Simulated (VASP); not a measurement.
# Al2Pt (Fm-3m) in VASP: notebook

Al2Pt is run at these levels: PBEsol+D3(BJ), PBEsol+D4, PBEsol; tasks: single point, relaxation of cell and atoms.

All numbers are computed with VASP 6.6.1; they aren't measurements. Logs are shortened: lines on timing, memory, paths and dates and some standing lists are left out, and cuts for length are marked.

## 1. The cell of the first run

Symmetry: Fm-3m, No. 225, cubic system. The conventional cell has a = 5.910 Å, b = 5.910 Å, c = 5.910 Å, α = 90.00°, β = 90.00°, γ = 90.00°. Pt (site symmetry m-3m) has 8 Al at 2.56 Å within 3.4 Å. Al (site symmetry -43m) has 4 Pt at 2.56 Å and 6 Al at 2.96 Å within 3.4 Å.

## 2. Single point, PBEsol+D3(BJ)

File INCAR:

```
SYSTEM = Al2Pt
  PREC = Accurate
  ENCUT = 520
  EDIFF = 1E-6
  ISMEAR = -1
  SIGMA = 0.05
  LREAL = .FALSE.
  LASPH = .TRUE.
  NELM = 100
  ALGO = Normal
  ISIF = 2
  LWAVE = .FALSE.
  LCHARG = .FALSE.
  GGA = PS
  IVDW = 12
  NBANDS = 15
```

File KPOINTS:

```
regular mesh
0
G
  8 8 8
  0 0 0
```

File POSCAR:

```
Al2Pt
1.0
    0.0000000000      2.9550000000      2.9550000000
    2.9550000000      0.0000000000      2.9550000000
    2.9550000000      2.9550000000      0.0000000000
Pt Al
1 2
Direct
    0.0000000000      0.0000000000      0.0000000000
    0.7500000000      0.7500000000      0.7500000000
    0.2500000000      0.2500000000      0.2500000000
```

Potentials or basis: VASP PAW PBE potentials, release 64 (Pt, Al).

On the command line:

```console
$ cat potpaw_PBE.64/Pt/POTCAR potpaw_PBE.64/Al/POTCAR > POTCAR
$ mpirun -np 1 vasp_std > vasp.out
```

OUTCAR:

```text
SYSTEM = Al2Pt
   PREC = Accurate
   ENCUT = 520
   EDIFF = 1E-6
   ISMEAR = -1
   LREAL = .FALSE.
   LASPH = .TRUE.
   NELM = 100
   ISIF = 2
   GGA = PS
   IVDW = 12
 IVDW          = 12

 ion  position               nearest neighbor table
   1  0.000  0.000  0.000-   2 2.56   2 2.56   2 2.56   2 2.56   3 2.56   3 2.56   3 2.56   3 2.56

   2  0.750  0.750  0.750-   1 2.56   1 2.56   1 2.56   1 2.56   3 2.96   3 2.96   3 2.96   3 2.96
                             3 2.96   3 2.96
   3  0.250  0.250  0.250-   1 2.56   1 2.56   1 2.56   1 2.56   2 2.96   2 2.96   2 2.96   2 2.96
                             2 2.96   2 2.96

  LATTYP: Found a face centered cubic cell.
 ALAT       =     5.9100000000

  Lattice vectors:

 A1 = (   0.0000000000,   2.9550000000,   2.9550000000)
 A2 = (   2.9550000000,   0.0000000000,   2.9550000000)
 A3 = (   2.9550000000,   2.9550000000,   0.0000000000)

Analysis of symmetry for initial positions (statically):
=====================================================================
 Subroutine PRICEL returns:
 Original cell was already a primitive cell.

 Routine SETGRP: Setting up the symmetry group for a
 face centered cubic supercell.

 Subroutine GETGRP returns: Found 48 space group operations
 (whereof 48 operations were pure point group operations)
 out of a pool of 48 trial point group operations.

The static configuration has the point symmetry O_h .

Analysis of symmetry for dynamics (positions and initial velocities):
=====================================================================
 Subroutine PRICEL returns:
 Original cell was already a primitive cell.

 Routine SETGRP: Setting up the symmetry group for a
 face centered cubic supercell.

 Subroutine GETGRP returns: Found 48 space group operations
 (whereof 48 operations were pure point group operations)
 out of a pool of 48 trial point group operations.

The dynamic configuration has the point symmetry O_h .

 Subroutine INISYM returns: Found 48 space group operations
 (whereof 48 operations are pure point group operations),
 and found     1 'primitive' translations

----------------------------------------------------------------------------------------

                                     Primitive cell

  volume of cell :      51.6063

  direct lattice vectors                    reciprocal lattice vectors
     0.000000000  2.955000000  2.955000000    -0.169204738  0.169204738  0.169204738
     2.955000000  0.000000000  2.955000000     0.169204738 -0.169204738  0.169204738
     2.955000000  2.955000000  0.000000000     0.169204738  0.169204738 -0.169204738

  length of vectors
     4.179001077  4.179001077  4.179001077     0.293071203  0.293071203  0.293071203

  position of ions in fractional coordinates (direct lattice)
     0.000000000  0.000000000  0.000000000
     0.750000000  0.750000000  0.750000000
     0.250000000  0.250000000  0.250000000

  ion indices of the primitive-cell ions
   primitive index   ion index
                 1           1
                 2           2
                 3           3

----------------------------------------------------------------------------------------

 KPOINTS: regular mesh

Automatic generation of k-mesh.
 Grid dimensions read from file:
 generate k-points for:    8    8    8

 Generating k-lattice:

  Cartesian coordinates                     Fractional coordinates (reciprocal lattice)
    -0.021150592  0.021150592  0.021150592     0.125000000  0.000000000  0.000000000
     0.021150592 -0.021150592  0.021150592     0.000000000  0.125000000  0.000000000
     0.021150592  0.021150592 -0.021150592     0.000000000  0.000000000  0.125000000

  Length of vectors
     0.036633900  0.036633900  0.036633900

  Shift w.r.t. Gamma in fractional coordinates (k-lattice)
     0.000000000  0.000000000  0.000000000

 Subroutine IBZKPT returns following result:
 ===========================================

 Found     29 irreducible k-points:

 Following reciprocal coordinates:
            Coordinates               Weight
  0.000000  0.000000  0.000000      1.000000
  0.125000  0.000000  0.000000      8.000000
  0.250000  0.000000  0.000000      8.000000
  0.375000  0.000000  0.000000      8.000000
  0.500000  0.000000  0.000000      4.000000
  0.125000  0.125000  0.000000      6.000000
[... 16 lines left out ...]
  0.500000  0.250000  0.125000     48.000000
 -0.375000  0.250000  0.125000     24.000000
 [... further k-points ...]
   k-points           NKPTS =     29   k-points in BZ     NKDIM =     29   number of bands    NBANDS=     15
   number of dos      NEDOS =    301   number of ions     NIONS =      3
   total plane-waves  NPLWV =  32768
   dimension x,y,z NGX =    32 NGY =   32 NGZ =   32
   dimension x,y,z NGXF=    64 NGYF=   64 NGZF=   64
   ions per type =               1   2
   NGX,Y,Z   is equivalent  to a cutoff of  12.73, 12.73, 12.73 a.u.
   NGXF,Y,Z  is equivalent  to a cutoff of  25.46, 25.46, 25.46 a.u.
 SYSTEM =  Al2Pt
   PREC   = accura    normal or accurate (medium, high low for compatibility)
   ISTART =      0    job   : 0-new  1-cont  2-samecut
   ICHARG =      2    charge: 1-file 2-atom 10-const
   ISPIN  =      1    spin polarized calculation?
   LNONCOLLINEAR =      F non collinear calculations
   LSORBIT =      F    spin-orbit coupling
   LASPH  =      T    aspherical Exc in radial PAW
   ENCUT  =  520.0 eV  38.22 Ry    6.18 a.u.   7.77  7.77  7.77*2*pi/ulx,y,z
   NELM   =    100;   NELMIN=  2; NELMDL= -5     # of ELM steps
   EDIFF  = 0.1E-05   stopping-criterion for ELM
   LREAL  =      F    real-space projection
   EDIFFG = 0.1E-04   stopping-criterion for IOM
   NSW    =      0    number of steps for IOM
   IBRION =     -1    ionic relax: 0-MD 1-quasi-New 2-CG
   NFREE  =      0    steps in history (QN), initial steepest desc. (CG)
   ISIF   =      2    stress and relaxation
   ISYM   =      2    0-nonsym 1-usesym 2-fastsym
   POTIM  = 0.5000    time-step for ionic-motion
   TEBEG  =    0.0;   TEEND  =   0.0 temperature during run
   PSTRESS=    0.0 pullay stress
   NELECT =      16.0000    total number of electrons
   NUPDOWN=      -1.0000    fix difference up-down
   EMIN   =  10.00;   EMAX   =-10.00  energy-range for DOS
   EFERMI =   0.00;   METHOD = LEGACY
   ISMEAR =    -1;   SIGMA  =   0.05  broadening in eV -4-tet -1-fermi 0-gaus
   EFERMI_NEDOS =   21; number of points for ismear=-14 and -15
   IALGO  =     38    algorithm
   IMIX   =      4    mixing-type and parameters
     AMIX     =   0.40;   BMIX     =  1.00
     AMIX_MAG =   1.60;   BMIX_MAG =  1.00
  volume/ion in A,a.u.               =      17.20       116.09
  Fermi-wavevector in a.u.,A,eV,Ry     =   1.108019  2.093853 16.703966  1.227707
  Thomas-Fermi vector in A             =   2.244541
   LORBIT       =      0    0 simple, 1 ext, 2 COOP (PROOUT), +10 PAW based schemes
   GGA     = PS    functional components
   LHFCALC =     F    Hartree Fock is set to
   AEXX    =    0.0000 exact exchange contribution
   IVDW    =    12    specifies the selected vdW correction
   LEPSILON=     F    determine dielectric tensor
   LRPA    =     F    only Hartree local field effects (RPA)
 non-spin polarized calculation
  energy-cutoff  :      520.00
  volume of cell :       51.61
 maximum number of plane-waves:      1411
   NGX = 15   NGY = 15   NGZ = 15

 number of electron      16.0000000 magnetization

 Free energy of the ion-electron system (eV)
  ---------------------------------------------------
  ext. energy  EPLUGINS =         0.00000000
  ---------------------------------------------------
  free energy    TOTEN  =       -17.75518746 eV

  energy without entropy =      -17.74276702  energy(sigma->0) =      -17.74897724

 E-fermi :   7.7547     XC(G=0): -10.8128

 val. band max:        7.6843628246   @ k =   0.3750   0.2500   0.0000
 cond. band min:       7.7837102300   @ k =   0.2500   0.2500   0.0000
 fundamental gap:      0.0993474055
 Fermi energy:         7.7547275571

 k-point     1 :       0.0000    0.0000    0.0000
  band No.  band energies     occupation
      1      -2.4469      2.00000
      2       2.7338      2.00000
      3       2.7338      2.00000
      4       2.7338      2.00000
      5       4.0921      2.00000
      6       4.0921      2.00000
      7      10.7770      0.00000
      8      11.5833      0.00000
      9      11.5833      0.00000
     10      11.5833      0.00000
     11      13.2163      0.00000
     12      13.2163      0.00000
     13      13.2163      0.00000
     14      14.1173      0.00000
     15      14.1173      0.00000

 k-point     2 :       0.1250    0.0000    0.0000
  band No.  band energies     occupation
      1      -2.2323      2.00000
      2       2.6095      2.00000
      3       2.8039      2.00000
      4       2.8039      2.00000
      5       4.0694      2.00000
      6       4.0694      2.00000
      7       9.4222      0.00000
      8      11.0410      0.00000
      9      11.0410      0.00000
     10      11.1029      0.00000
     11      13.6938      0.00000
     12      13.7418      0.00000
     13      13.7418      0.00000
     14      13.8509      0.00000
     15      13.8509      0.00000
[... 365 lines left out ...]
      3       2.9466      2.00000
      4       3.3697      2.00000
      5       3.9486      2.00000
      6       4.1887      2.00000
      7       4.9874      2.00000
      8       6.9106      2.00000
      9       8.3650      0.00001
     10      11.7545      0.00000
     11      12.9165      0.00000
     12      13.9260      0.00000
     13      14.9678      0.00000
     14      15.7757      0.00000
     15      17.2942      0.00000

 k-point    24 :      -0.3750    0.2500    0.1250
  band No.  band energies     occupation
      1       0.4851      2.00000
      2       1.7192      2.00000
      3       2.8896      2.00000
      4       3.3839      2.00000
      5       3.6301      2.00000
      6       4.2897      2.00000
      7       4.5526      2.00000
      8       6.8130      2.00000
      9       7.9106      0.08486
     10      11.6290      0.00000
     11      12.9956      0.00000
     12      14.6316      0.00000
     13      15.0476      0.00000
     14      16.1558      0.00000
     15      16.7167      0.00000

 [... further k-points ...]

------------------------ aborting loop because EDIFF is reached ----------------------------------------

 Edisp (eV)   -1.21268

 E8    (eV) :    -0.8220

  FORCE on cell =-STRESS in cart. coord.  units (eV):
  Direction    XX          YY          ZZ          XY          YZ          ZX
  --------------------------------------------------------------------------------------
  -------------------------------------------------------------------------------------
  Total      -1.51905    -1.51905    -1.51905     0.00000     0.00000     0.00000
  in kB     -47.16085   -47.16085   -47.16085     0.00000     0.00000     0.00000
  external pressure =      -47.16 kB  Pullay stress =        0.00 kB

 VOLUME and BASIS-vectors are now :
 -----------------------------------------------------------------------------
  energy-cutoff  :      520.00
  volume of cell :       51.61
      direct lattice vectors                 reciprocal lattice vectors
     0.000000000  2.955000000  2.955000000    -0.169204738  0.169204738  0.169204738
     2.955000000  0.000000000  2.955000000     0.169204738 -0.169204738  0.169204738
     2.955000000  2.955000000  0.000000000     0.169204738  0.169204738 -0.169204738

 POSITION                                       TOTAL-FORCE (eV/Angst)
 -----------------------------------------------------------------------------------
      0.00000      0.00000      0.00000        -0.000000      0.000000      0.000000
      4.43250      4.43250      4.43250        -0.000000     -0.000000      0.000000
      1.47750      1.47750      1.47750         0.000000      0.000000     -0.000000
 -----------------------------------------------------------------------------------
    total drift:                                0.000000     -0.000000      0.000000

  FREE ENERGIE OF THE ION-ELECTRON SYSTEM (eV)
  ---------------------------------------------------
  free  energy   TOTEN  =       -18.9678721091 eV

  energy  without entropy=      -18.9554516655  energy(sigma->0) =      -18.96166189
```

Run time: 26 s. Hardware: 1 thread of Intel Xeon 6975P-C, shared host; peak memory 0.19 GiB.

Results:

```yaml
Free_energy: -18.9679 eV
Pressure: -4.7 GPa
Band_gap_on_the_k_mesh: zero (band 8 reaches 11.58 eV, above the bottom of band 9 at 6.18 eV)
Dispersion_energy_per_atom: -0.404 eV
```

Caveat: three body term missing; the PAW data sets were made with another functional, which shifts forces and pressure a little; spin-orbit coupling is left out, which moves the levels of the heavy elements; pairwise dispersion overbinds metals, which lowers pressure and volume.

## 3. Single point, PBEsol+D4

This run uses another cell than the first one, of 16.83 Å³/atom, 0.978 times its volume.

File INCAR:

```
ALGO     = Fast           # electronic algorithm
EDIFF    = 1E-6           # SCF threshold, eV
ENCUT    = 520            # plane-wave cutoff, eV
GGA      = PS             # functional
ISIF     = 2              # what is computed and relaxed
ISMEAR   = -1             # smearing method
IVDW     = 13             # dispersion correction
LASPH    = True           # aspherical terms in the spheres
LCHARG   = False          # write CHGCAR
LREAL    = False          # projectors in reciprocal space
LWAVE    = False          # write WAVECAR
NBANDS   = 15             # bands
NELM     = 80             # most SCF steps
PREC     = Accurate       # precision mode
SIGMA    = 0.05           # smearing width, eV
```

File KPOINTS:

```
k-points
0
Gamma
  8 8 8
```

File POSCAR:

```
Al2Pt
1.0
    0.0000000000      2.9333808106      2.9333808106
    2.9333808106      0.0000000000      2.9333808106
    2.9333808106      2.9333808106      0.0000000000
Pt Al
1 2
Direct
    0.0000000000      0.0000000000      0.0000000000
    0.7500000000      0.7500000000      0.7500000000
    0.2500000000      0.2500000000      0.2500000000
```

Potentials or basis: VASP PAW PBE potentials, release 64 (Pt, Al).

On the command line:

```console
$ cat potpaw_PBE.64/Pt/POTCAR potpaw_PBE.64/Al/POTCAR > POTCAR
$ mpirun -np 1 vasp_std > vasp.out
```

OUTCAR:

```text
EDIFF = 1E-6
   ENCUT = 520
   GGA = PS
   ISIF = 2
   ISMEAR = -1
   IVDW = 13
   LASPH = True
   LREAL = False
   NELM = 80
   PREC = Accurate

 ion  position               nearest neighbor table
   1  0.000  0.000  0.000-   2 2.54   3 2.54   2 2.54   2 2.54   2 2.54   3 2.54   3 2.54   3 2.54

   2  0.750  0.750  0.750-   1 2.54   1 2.54   1 2.54   1 2.54   3 2.93   3 2.93   3 2.93   3 2.93
                             3 2.93   3 2.93
   3  0.250  0.250  0.250-   1 2.54   1 2.54   1 2.54   1 2.54   2 2.93   2 2.93   2 2.93   2 2.93
                             2 2.93   2 2.93

  LATTYP: Found a face centered cubic cell.
 ALAT       =     5.8667616212

  Lattice vectors:

 A1 = (   0.0000000000,   2.9333808106,   2.9333808106)
 A2 = (   2.9333808106,   0.0000000000,   2.9333808106)
 A3 = (   2.9333808106,   2.9333808106,   0.0000000000)

Analysis of symmetry for initial positions (statically):
=====================================================================
 Subroutine PRICEL returns:
 Original cell was already a primitive cell.

 Routine SETGRP: Setting up the symmetry group for a
 face centered cubic supercell.

[... 185 lines left out ...]
      9      11.8619      0.00000
     10      11.8619      0.00000
     11      13.6046      0.00000
     12      13.6046      0.00000
     13      13.6046      0.00000
     14      14.4602      0.00000
[... 401 lines left out ...]
      2       1.8862      2.00000
      3       3.0295      2.00000
      4       3.5425      2.00000
      5       3.8106      2.00000
      6       4.4715      2.00000
      7       4.7482      2.00000
      8       7.0714      2.00000
      9       8.1716      0.09251
     10      11.9476      0.00000
     11      13.3705      0.00000
     12      14.9813      0.00000
     13      15.4001      0.00000
     14      16.5261      0.00000
     15      17.1762      0.00000

 [... further k-points ...]

------------------------ aborting loop because EDIFF is reached ----------------------------------------

  DFT-D4 for vdW energy calculation

  Edisp (eV):   -0.76743

  FORCE on cell =-STRESS in cart. coord.  units (eV):
  Direction    XX          YY          ZZ          XY          YZ          ZX
  --------------------------------------------------------------------------------------
  -------------------------------------------------------------------------------------
  Total      -0.01835    -0.01835    -0.01835     0.00000     0.00000     0.00000
  in kB      -0.58244    -0.58244    -0.58244     0.00000     0.00000     0.00000
  external pressure =       -0.58 kB  Pullay stress =        0.00 kB

 VOLUME and BASIS-vectors are now :
 -----------------------------------------------------------------------------
  energy-cutoff  :      520.00
  volume of cell :       50.48
      direct lattice vectors                 reciprocal lattice vectors
     0.000000000  2.933380811  2.933380811    -0.170451787  0.170451787  0.170451787
     2.933380811  0.000000000  2.933380811     0.170451787 -0.170451787  0.170451787
     2.933380811  2.933380811  0.000000000     0.170451787  0.170451787 -0.170451787

 POSITION                                       TOTAL-FORCE (eV/Angst)
 -----------------------------------------------------------------------------------
      0.00000      0.00000      0.00000         0.000000      0.000000      0.000000
      4.40007      4.40007      4.40007         0.000000      0.000000      0.000000
      1.46669      1.46669      1.46669        -0.000000     -0.000000     -0.000000
 -----------------------------------------------------------------------------------
    total drift:                                0.000000     -0.000000      0.000000

  FREE ENERGIE OF THE ION-ELECTRON SYSTEM (eV)
  ---------------------------------------------------
  free  energy   TOTEN  =       -18.5185329641 eV

  energy  without entropy=      -18.5063834831  energy(sigma->0) =      -18.51245822
```

stdout:

```text
POSCAR found type information on POSCAR PtAl
 POSCAR found :  2 types and       3 ions
 scaLAPACK will be used
 -----------------------------------------------------------------------------
|                                                                             |
|                                                                             |
|     You enforced a specific xc type in the INCAR file but a different       |
|     I HOPE YOU KNOW WHAT YOU ARE DOING!                                     |
|                                                                             |
 -----------------------------------------------------------------------------

 LDA part: xc-table for (Slater+PW92), standard interpolation
 POSCAR, INCAR and KPOINTS ok, starting setup
 FFT: planning ... GRIDC
 FFT: planning ... GRID_SOFT
 FFT: planning ... GRID
 WAVECAR not read
 entering main loop
```

Run time: 33 s. Hardware: 1 thread of Intel Xeon 6975P-C, shared host; peak memory 0.18 GiB.

Results:

| Item | Value |
| --- | --- |
| Free energy | -18.5185 eV |
| Pressure | -0.1 GPa |
| Band gap on the k mesh | zero (band 8 reaches 11.86 eV, above the bottom of band 9 at 6.40 eV) |
| Dispersion energy per atom | -0.256 eV |

Caveat: the PAW data sets were made with another functional, which shifts forces and pressure a little; spin-orbit coupling is left out, which moves the levels of the heavy elements; pairwise dispersion overbinds metals, which lowers pressure and volume.

[end of part 1 of 2]
